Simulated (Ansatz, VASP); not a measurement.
# TaC3 in VASP and in Ansatz

```xyz
4
Lattice="4.1868 0.0000 0.0000 0.0000 4.1868 0.0000 0.0000 0.0000 4.1868" Properties=species:S:1:pos:R:3 pbc="T T T"
Ta    2.0934    2.0934    2.0934
C     0.0000    2.0934    2.0934
C     2.0934    0.0000    2.0934
C     2.0934    2.0934    0.0000
```

Alike in both runs: functional PBE; k mesh 4 × 4 × 4; occupations gaussian, width 0.1 eV; no spin polarisation.

Ansatz relaxed the structure, and its values are those at the end. VASP's run is a single point on that final structure, the one shown.

```csv
,VASP,Ansatz
version,VASP 6.6.1,Ansatz 0.2.0
potentials or method,"VASP PAW PBE potentials, release 64 (Ta_pv, C), cutoff 520 eV","scalar-relativistic, plane waves, PAW"
valence electrons in the cell,23,25
```

```csv
,VASP,Ansatz,Ansatz less VASP
gap on the k mesh at the Fermi level (eV),none,none,-
pressure (GPa),0.4,0.2,-0.22
```

A gap of «none» marks a metal or a gap that the smearing closes. With one functional, cell and mesh, what is left measures potentials, basis and numerics. VASP's potentials hold 23 valence electrons a cell and Ansatz's 25, so a difference there can come from the potentials and not from the codes.

The k mesh is coarse, so the values compare programs but aren't converged. Neither program's run includes spin-orbit coupling.
